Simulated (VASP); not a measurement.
## W: single point with LDA

Crystal: W.

```xyz
1
Lattice="0.0000 2.0387 2.0387 2.0387 0.0000 2.0387 2.0387 2.0387 0.0000" Properties=species:S:1:pos:R:3 pbc="T T T"
W     0.0000    0.0000    0.0000
```

This cell differs from its parent crystal: volume scaled by 1.08.

```
Program                : VASP 6.6.1
Task                   : single point
Functional             : LDA
Potentials or basis    : VASP PAW LDA potentials, release 64 (W_sv)
Cutoff                 : 520 eV
k mesh                 : 15 × 15 × 15
Occupations            : fermi-dirac, width 0.1 eV
Spin                   : no spin polarisation
Dipole correction      : no
Further INCAR settings : ALGO = Normal; EDIFF = 1e-07; NBANDS = 13
```

```json
{
 "Pressure": "-19.5 GPa",
 "Band gap on the k mesh": "zero (band 7 reaches 12.71 eV, above the bottom of band 8 at 9.37 eV)"
}
```

Levels at points of the mesh, in eV from the Fermi level:
| k point | band 3 | band 4 | band 5 | band 6 | band 7 | band 8 | band 9 | band 10 | band 11 | band 12 |
| --- | --- | --- | --- | --- | --- | --- | --- | --- | --- | --- |
| (0.00, 0.00, 0.00) | -37.21 | -37.21 | -8.75 | -0.56 | -0.56 | -0.56 | 2.39 | 2.39 | 12.82 | 17.82 |

Run time: 15 s on 1 thread of Intel(R) Xeon(R) 6975P-C (Granite Rapids), with other jobs on the host, peak memory 0.14 GiB.

Caveat: spin-orbit coupling is left out, which moves the levels of the heavy elements.
